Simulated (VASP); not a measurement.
# Li (R-3m) in VASP: single point with LDA

Aim: the single point of Li with LDA.

Program: VASP 6.6.1. These are calculated values, not measurements. Logs are shortened: lines on timing, memory, paths and dates and some standing lists are left out, and cuts for length are marked.

## 1. The cell of the first run

The structure is trigonal, space group R-3m (No. 166). Conventional cell: a = 3.000 Å, b = 3.000 Å, c = 21.899 Å, α = 90.00°, β = 90.00°, γ = 120.00°. Within 3.9 Å of Li (site symmetry -3m) lie 12 Li at 2.99 to 3.00 Å. Within 3.9 Å of Li (site symmetry 3m) lie 12 Li at 2.98 to 3.00 Å.

## 2. Single point, LDA

INCAR

```
ALGO     = Normal         # electronic algorithm
EDIFF    = 1E-6           # SCF threshold, eV
ENCUT    = 520            # plane-wave cutoff, eV
ISIF     = 2              # what is computed and relaxed
ISMEAR   = -1             # smearing method
LASPH    = True           # aspherical terms in the spheres
LCHARG   = True           # write CHGCAR
LELF     = True           # ELF
LREAL    = False          # projectors in reciprocal space
LVHAR    = True         
LWAVE    = False          # write WAVECAR
NBANDS   = 12             # bands
NELM     = 80             # most SCF steps
PREC     = Accurate       # precision mode
SIGMA    = 0.1            # smearing width, eV
```

KPOINTS

```
k-points
0
Gamma
  12 12 12
```

POSCAR

```
Li
1.0
    1.5001509336      0.8661125453      7.2995784537
   -1.5001509336      0.8661125453      7.2995784537
    0.0000000000     -1.7322250907      7.2995784537
Li
3
Direct
    0.0000000000      1.0000000000      0.0000000000
    0.2221244912      0.2221244912      0.2221244912
    0.7778755088      0.7778755088      0.7778755088
```

Potentials or basis: VASP PAW LDA potentials, release 64 (Li_sv).

The run is started by

```
$ cat potpaw_LDA.64/Li_sv/POTCAR > POTCAR
$ mpirun -np 1 vasp_std > vasp.out
```

OUTCAR:

```text
EDIFF = 1E-6
   ENCUT = 520
   ISIF = 2
   ISMEAR = -1
   LASPH = True
   LREAL = False
   NELM = 80
   PREC = Accurate

 ion  position               nearest neighbor table
   1  0.000  0.000  0.000-
   2  0.222  0.222  0.222-
   3  0.778  0.778  0.778-

  LATTYP: Found a trigonal (rhomboedric) cell.
 ALAT       =     7.5022962729
 COS(alpha) =     0.9200328741

  Lattice vectors:

 A1 = (   1.5001509336,   0.8661125453,   7.2995784537)
 A2 = (  -1.5001509336,   0.8661125453,   7.2995784537)
 A3 = (   0.0000000000,  -1.7322250907,   7.2995784537)

Analysis of symmetry for initial positions (statically):
=====================================================================
 Subroutine PRICEL returns:
 Original cell was already a primitive cell.

 Routine SETGRP: Setting up the symmetry group for a
 trigonal (rhombohedral) supercell.

 Subroutine GETGRP returns: Found 12 space group operations
 (whereof 12 operations were pure point group operations)
 out of a pool of 12 trial point group operations.

The static configuration has the point symmetry D_3d.

Analysis of symmetry for dynamics (positions and initial velocities):
=====================================================================
 Subroutine PRICEL returns:
 Original cell was already a primitive cell.

 Routine SETGRP: Setting up the symmetry group for a
 trigonal (rhombohedral) supercell.

 Subroutine GETGRP returns: Found 12 space group operations
 (whereof 12 operations were pure point group operations)
 out of a pool of 12 trial point group operations.

The dynamic configuration has the point symmetry D_3d.

 Subroutine INISYM returns: Found 12 space group operations
 (whereof 12 operations are pure point group operations),
 and found     1 'primitive' translations

----------------------------------------------------------------------------------------

                                     Primitive cell

  volume of cell :      56.9060

  direct lattice vectors                    reciprocal lattice vectors
     1.500150934  0.866112545  7.299578454     0.333299796  0.192430727  0.045664737
    -1.500150934  0.866112545  7.299578454    -0.333299796  0.192430727  0.045664737
     0.000000000 -1.732225091  7.299578454     0.000000000 -0.384861454  0.045664737

  length of vectors
     7.502296273  7.502296273  7.502296273     0.387561101  0.387561101  0.387561101

  position of ions in fractional coordinates (direct lattice)
     0.000000000  0.000000000  0.000000000
     0.222124491  0.222124491  0.222124491
     0.777875509  0.777875509  0.777875509

  ion indices of the primitive-cell ions
   primitive index   ion index
                 1           1
                 2           2
                 3           3

----------------------------------------------------------------------------------------

 KPOINTS: k-points

Automatic generation of k-mesh.
 Grid dimensions read from file:
 generate k-points for:   12   12   12

 Generating k-lattice:

  Cartesian coordinates                     Fractional coordinates (reciprocal lattice)
     0.027774983  0.016035894  0.003805395     0.083333333  0.000000000  0.000000000
    -0.027774983  0.016035894  0.003805395     0.000000000  0.083333333  0.000000000
     0.000000000 -0.032071788  0.003805395     0.000000000  0.000000000  0.083333333

  Length of vectors
     0.032296758  0.032296758  0.032296758

  Shift w.r.t. Gamma in fractional coordinates (k-lattice)
     0.000000000  0.000000000  0.000000000

 Subroutine IBZKPT returns following result:
 ===========================================

 Found    189 irreducible k-points:

 Following reciprocal coordinates:
            Coordinates               Weight
  0.000000  0.000000  0.000000      1.000000
  0.083333 -0.000000  0.000000      6.000000
  0.166667 -0.000000  0.000000      6.000000
  0.250000 -0.000000 -0.000000      6.000000
  0.333333 -0.000000 -0.000000      6.000000
  0.416667 -0.000000 -0.000000      6.000000
[... 16 lines left out ...]
  0.500000  0.166667  0.000000     12.000000
 -0.416667  0.166667  0.000000     12.000000
 [... further k-points ...]
   k-points           NKPTS =    189   k-points in BZ     NKDIM =    189   number of bands    NBANDS=     12
   number of dos      NEDOS =    301   number of ions     NIONS =      3
   total plane-waves  NPLWV = 175616
   dimension x,y,z NGX =    56 NGY =   56 NGZ =   56
   dimension x,y,z NGXF=   112 NGYF=  112 NGZF=  112
   ions per type =               3
   NGX,Y,Z   is equivalent  to a cutoff of  12.41, 12.41, 12.41 a.u.
   NGXF,Y,Z  is equivalent  to a cutoff of  24.82, 24.82, 24.82 a.u.
 SYSTEM =  unknown system
   PREC   = accura    normal or accurate (medium, high low for compatibility)
   ISTART =      0    job   : 0-new  1-cont  2-samecut
   ICHARG =      2    charge: 1-file 2-atom 10-const
   ISPIN  =      1    spin polarized calculation?
   LNONCOLLINEAR =      F non collinear calculations
   LSORBIT =      F    spin-orbit coupling
   LASPH  =      T    aspherical Exc in radial PAW
   ENCUT  =  520.0 eV  38.22 Ry    6.18 a.u.  13.95 13.95 13.95*2*pi/ulx,y,z
   NELM   =     80;   NELMIN=  2; NELMDL= -5     # of ELM steps
   EDIFF  = 0.1E-05   stopping-criterion for ELM
   LREAL  =      F    real-space projection
   EDIFFG = 0.1E-04   stopping-criterion for IOM
   NSW    =      0    number of steps for IOM
   IBRION =     -1    ionic relax: 0-MD 1-quasi-New 2-CG
   NFREE  =      0    steps in history (QN), initial steepest desc. (CG)
   ISIF   =      2    stress and relaxation
   ISYM   =      2    0-nonsym 1-usesym 2-fastsym
   POTIM  = 0.5000    time-step for ionic-motion
   TEBEG  =    0.0;   TEEND  =   0.0 temperature during run
   PSTRESS=    0.0 pullay stress
   NELECT =       9.0000    total number of electrons
   NUPDOWN=      -1.0000    fix difference up-down
   EMIN   =  10.00;   EMAX   =-10.00  energy-range for DOS
   EFERMI =   0.00;   METHOD = LEGACY
   ISMEAR =    -1;   SIGMA  =   0.10  broadening in eV -4-tet -1-fermi 0-gaus
   EFERMI_NEDOS =   21; number of points for ismear=-14 and -15
   IALGO  =     38    algorithm
   IMIX   =      4    mixing-type and parameters
     AMIX     =   0.40;   BMIX     =  1.00
     AMIX_MAG =   1.60;   BMIX_MAG =  1.00
  volume/ion in A,a.u.               =      18.97       128.01
  Fermi-wavevector in a.u.,A,eV,Ry     =   0.885325  1.673022 10.664259  0.783801
  Thomas-Fermi vector in A             =   2.006344
   LORBIT       =      0    0 simple, 1 ext, 2 COOP (PROOUT), +10 PAW based schemes
   GGA     = CA    functional components
   LHFCALC =     F    Hartree Fock is set to
   AEXX    =    0.0000 exact exchange contribution
   IVDW    =     0    specifies the selected vdW correction
   LEPSILON=     F    determine dielectric tensor
   LRPA    =     F    only Hartree local field effects (RPA)
 non-spin polarized calculation
  energy-cutoff  :      520.00
  volume of cell :       56.91
 maximum number of plane-waves:      1570
   NGX = 27   NGY = 27   NGZ = 27

 number of electron       9.0000001 magnetization

 Free energy of the ion-electron system (eV)
  ---------------------------------------------------
  ext. energy  EPLUGINS =         0.00000000
  ---------------------------------------------------
  free energy    TOTEN  =        -6.16592625 eV

  energy without entropy =       -6.12081908  energy(sigma->0) =       -6.14337266

 E-fermi :   0.7760     XC(G=0):  -7.3135

 val. band max:        0.7741223236   @ k =   0.5000   0.5000   0.5000
 cond. band min:       0.7781980424   @ k =  -0.1667   0.1667   0.1667
 fundamental gap:      0.0040757188
 Fermi energy:         0.7760116376

 k-point     1 :       0.0000    0.0000    0.0000
  band No.  band energies     occupation
      1     -44.7298      2.00000
      2     -44.7109      2.00000
      3     -44.7074      2.00000
      4      -2.7822      2.00000
      5      -0.7991      2.00000
      6      -0.7984      2.00000
      7       6.8443      0.00000
      8       6.8562      0.00000
      9      13.9260      0.00000
     10      13.9260      0.00000
     11      14.0636      0.00000
     12      14.0636      0.00000

 k-point     2 :       0.0833   -0.0000    0.0000
  band No.  band energies     occupation
      1     -44.7282      2.00000
      2     -44.7100      2.00000
      3     -44.7063      2.00000
      4      -2.6705      2.00000
      5      -0.7838      2.00000
      6      -0.5707      2.00000
      7       6.6618      0.00000
      8       7.1515      0.00000
      9      12.6689      0.00000
     10      13.1159      0.00000
     11      13.4658      0.00000
     12      13.5990      0.00000

 k-point     3 :       0.1667   -0.0000    0.0000
  band No.  band energies     occupation
      1     -44.7239      2.00000
      2     -44.7077      2.00000
      3     -44.7037      2.00000
      4      -2.3346      2.00000
      5      -0.5343      2.00000
      6      -0.0981      1.99968
      7       6.5342      0.00000
      8       7.5477      0.00000
      9      10.6026      0.00000
     10      11.6165      0.00000
     11      12.0475      0.00000
     12      12.5480      0.00000

 k-point     4 :       0.2500   -0.0000   -0.0000
  band No.  band energies     occupation
      1     -44.7178      2.00000
      2     -44.7045      2.00000
      3     -44.7003      2.00000
      4      -1.7745      2.00000
      5      -0.0643      1.99955
      6       0.6075      1.68721
      7       6.2183      0.00000
      8       7.7102      0.00000
      9       9.0146      0.00000
     10       9.8043      0.00000
     11      11.1523      0.00000
     12      11.5374      0.00000

 k-point     5 :       0.3333   -0.0000   -0.0000
  band No.  band energies     occupation
      1     -44.7115      2.00000
      2     -44.7012      2.00000
      3     -44.6974      2.00000
      4      -0.9967      2.00000
      5       0.5936      1.72204
      6       1.4774      0.00180
      7       5.2216      0.00000
      8       6.7109      0.00000
      9       8.4851      0.00000
     10       8.8782      0.00000
     11      10.1635      0.00000
     12      10.5104      0.00000
[... 228 lines left out ...]
      1     -44.7144      2.00000
      2     -44.7040      2.00000
      3     -44.6980      2.00000
      4      -1.3950      2.00000
      5      -0.0242      1.99933
      6       1.3341      0.00751
      7       5.9533      0.00000
      8       7.8090      0.00000
      9       8.1725      0.00000
     10       8.8909      0.00000
     11       9.5495      0.00000
     12      11.1364      0.00000

 k-point    22 :       0.4167    0.1667   -0.0000
  band No.  band energies     occupation
      1     -44.7088      2.00000
      2     -44.7009      2.00000
      3     -44.6958      2.00000
      4      -0.5987      2.00000
      5       0.6505      1.55652
      6       2.2252      0.00000
      7       5.3108      0.00000
      8       6.8114      0.00000
      9       7.0118      0.00000
     10       7.8224      0.00000
     11       8.7495      0.00000
     12      10.2839      0.00000

 k-point    23 :       0.5000    0.1667    0.0000
  band No.  band energies     occupation
      1     -44.7044      2.00000
      2     -44.6982      2.00000
      3     -44.6948      2.00000
      4       0.3837      1.96122
      5       1.4676      0.00198
      6       2.7393      0.00000
      7       4.4959      0.00000
      8       5.5753      0.00000
      9       6.2260      0.00000
     10       7.1188      0.00000
     11       8.3080      0.00000
     12       9.8849      0.00000

 k-point    24 :      -0.4167    0.1667    0.0000
  band No.  band energies     occupation
      1     -44.7027      2.00000
      2     -44.6970      2.00000
      3     -44.6947      2.00000
      4       1.1356      0.05342
      5       2.0005      0.00001
      6       2.2774      0.00000
      7       4.6034      0.00000
      8       4.8937      0.00000
      9       5.4791      0.00000
     10       7.4442      0.00000
     11       8.0465      0.00000
     12       9.8228      0.00000

 [... further k-points ...]

------------------------ aborting loop because EDIFF is reached ----------------------------------------

  FORCE on cell =-STRESS in cart. coord.  units (eV):
  Direction    XX          YY          ZZ          XY          YZ          ZX
  --------------------------------------------------------------------------------------
  -------------------------------------------------------------------------------------
  Total       -0.0336787     -0.0336787     -0.0309689      0.0000000      0.0000000     -0.0000000
  in kB       -0.9482172     -0.9482172     -0.8719237      0.0000000      0.0000000     -0.0000000
  external PRESSURE =      -0.9227860 kB  Pullay stress =       0.0000000 kB

 VOLUME and BASIS-vectors are now :
 -----------------------------------------------------------------------------
  energy-cutoff  :      520.00
  volume of cell :       56.91
      direct lattice vectors                 reciprocal lattice vectors
     1.500150934  0.866112545  7.299578454     0.333299796  0.192430727  0.045664737
    -1.500150934  0.866112545  7.299578454    -0.333299796  0.192430727  0.045664737
     0.000000000 -1.732225091  7.299578454     0.000000000 -0.384861454  0.045664737

 POSITION                                       TOTAL-FORCE (eV/Angst)
 -----------------------------------------------------------------------------------
      0.00000      0.00000      0.00000         0.000000     -0.000000     -0.000000
      0.00000     -0.00000      4.86425         0.000000     -0.000000      0.004874
      0.00000     -0.00000     17.03449         0.000000      0.000000     -0.004874
 -----------------------------------------------------------------------------------
    total drift:                                0.000000      0.000000      0.000000

  FREE ENERGIE OF THE ION-ELECTRON SYSTEM (eV)
  ---------------------------------------------------
  free  energy   TOTEN  =        -6.1659262530 eV

  energy  without entropy=       -6.1208190770  energy(sigma->0) =       -6.14337266
```

Wall time 4.3 min (1 thread of Intel Xeon 6975P-C (Granite Rapids), shared host); peak memory 0.33 GiB.

Results:

| Quantity | Value |
| --- | --- |
| Free energy | -6.1659 eV |
| Largest force | 0.005 eV/Å |

Forces on the atoms (eV/Å):
```
Li   0.000  0.000  0.000
Li   0.000  0.000  0.005
Li   0.000  0.000 -0.005
```

Caveat: the cutoff is under 1.25 times the usual one of these potentials, so pressure, stress and relaxed cells hold a basis-set (Pulay) error.
